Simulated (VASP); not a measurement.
TiC: single point with PBE

TiC:

```xyz
2
Lattice="0.0000 2.1593 2.1593 2.1593 0.0000 2.1593 2.1593 2.1593 0.0000" Properties=species:S:1:pos:R:3 pbc="T T T"
Ti    0.0000    0.0000    0.0000
C     2.1593    2.1593    2.1593
```

- Program: VASP 6.6.1
- Task: single point
- Functional: PBE
- Potentials or basis: VASP PAW PBE potentials, release 64 (Ti_sv, C)
- Cutoff: 600 eV
- k mesh: 6 × 6 × 6
- Occupations: fermi-dirac, width 0.15 eV
- Spin: no spin polarisation

* Pressure: 2.7 GPa
* Band gap on the k mesh: zero (band 8 reaches 10.22 eV, above the bottom of band 9 at 9.18 eV)

Levels at points of the mesh, in eV from the Fermi level:
| k point | band 6 | band 7 | band 8 | band 9 | band 10 | band 11 |
| --- | --- | --- | --- | --- | --- | --- |
| (0.00, 0.00, 0.00) | 0.77 | 0.77 | 0.77 | 1.75 | 1.75 | 1.75 |
| (0.50, 0.00, 0.00) | -5.81 | -2.85 | -2.85 | 3.02 | 3.02 | 4.22 |
| (0.50, 0.50, 0.00) | -3.37 | -1.57 | 0.04 | 0.04 | 2.81 | 3.63 |

It took 13 s on 1 thread of AMD EPYC 7R13, with other jobs on the host, peak memory 0.11 GiB.

Caveat: the k points lie up to 0.42 Å⁻¹ apart.
